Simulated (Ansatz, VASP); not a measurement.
# ScAlH6: VASP beside Ansatz

POSCAR

```
ScAlH6
1.0
    2.9649224417      1.7117987684      1.8957892230
   -2.9649224417      1.7117987684      1.8957892230
    0.0000000000     -3.4235975411      1.8957892191
Sc Al H
1 1 6
Direct
    0.0000000000      0.0000000000      0.0000000000
    0.5000000000      0.5000000000      0.5000000000
    0.5544152643      0.2210090600      0.1433495761
    0.2210090600      0.1433495761      0.5544152643
    0.8566504239      0.4455847357      0.7789909400
    0.7789909400      0.8566504239      0.4455847357
    0.4455847357      0.7789909400      0.8566504239
    0.1433495761      0.5544152643      0.2210090600
```

Contents of INCAR.step1:

```
SYSTEM = ScAlH6
ALGO = Normal ; EDIFF = 1E-4
ENCUT = 520 ; GGA = PE
ISMEAR = -1 ; LASPH = .True.
LCHARG = .False. ; LREAL = .False.
LWAVE = .True. ; NBANDS = 20
NELM = 60 ; PREC = Accurate
SIGMA = 0.03
```

File INCAR.step2:

```
SYSTEM = ScAlH6
ALGO = Normal ; BPARAM = 11.95
CPARAM = 0.0093 ; EDIFF = 1E-6
ENCUT = 520 ; ISIF = 2
ISMEAR = -1 ; ISTART = 1
IVDW_NL = 2 ; LASPH = .True.
LCHARG = .False. ; LMIXTAU = .True.
LREAL = .False. ; LUSE_VDW = .True.
LWAVE = .False. ; METAGGA = R2SCAN
NBANDS = 20 ; NELM = 60
PREC = Accurate ; SIGMA = 0.03
```

The input KPOINTS:

```
k-points
0
Gamma
  8 8 8
  0 0 0
```

Input for Ansatz:

```yaml
crystal:
  lattice:
    - [2.9649224417, 1.7117987684, 1.895789223]
    - [-2.9649224417, 1.7117987684, 1.895789223]
    - [0.0, -3.4235975411, 1.8957892191]
  atoms:
    - { symbol: Sc, position: [0.0, 0.0, 0.0] }
    - { symbol: Al, position: [0.5, 0.5, 0.5] }
    - { symbol: H, position: [0.5544152643, 0.22100906, 0.1433495761] }
    - { symbol: H, position: [0.22100906, 0.1433495761, 0.5544152643] }
    - { symbol: H, position: [0.8566504239, 0.4455847357, 0.77899094] }
    - { symbol: H, position: [0.77899094, 0.8566504239, 0.4455847357] }
    - { symbol: H, position: [0.4455847357, 0.77899094, 0.8566504239] }
    - { symbol: H, position: [0.1433495761, 0.5544152643, 0.22100906] }
kpoints:
  mp_grid: { grid: [8, 8, 8] }
  band_path:
    path:
      - [0.0, 0.0, 0.0]
      - [0.5, 0.0, 0.0]
      - [0.5, -0.5, 0.5]
      - [0.371086688, -0.628913312, 0.371086688]
      - [0.5, -0.5, 0.0]
    npoints: 1
hamiltonian:
  xc: r2scan
  dispersion: rvv10
scf:
  occupations: { method: fermi_dirac, width: 0.03 }
  n_extra_bands: 6
output:
  forces: true
  stress: true
  eigenvalues: true
```

Alike in both runs: task single point; functional r2SCAN; dispersion rVV10; k mesh 8 × 8 × 8; occupations fermi-dirac, width 0.03 eV; no spin polarisation.

|  | VASP | Ansatz |
| --- | --- | --- |
| version | VASP 6.6.1 | Ansatz 0.2.0 |
| potentials or method | VASP PAW PBE potentials, release 64 (Sc_sv, Al, H) | plane waves, PAW |
| plane-wave cutoff (eV) | 520 | 500 |
| valence electrons in the cell | 20 | 20 |

```tsv
	VASP	Ansatz	Ansatz less VASP
gap on the k mesh at the Fermi level (eV)	1.60	1.60	-0.001
pressure (GPa)	0.0	0.0	-0.02
rms of the force components (eV/Å)	0.010	0.000	-0.0097
```

VASP's potentials were made for PBE, not for r2SCAN. Atom by atom the forces differ by 0.010 eV/Å (rms over components).
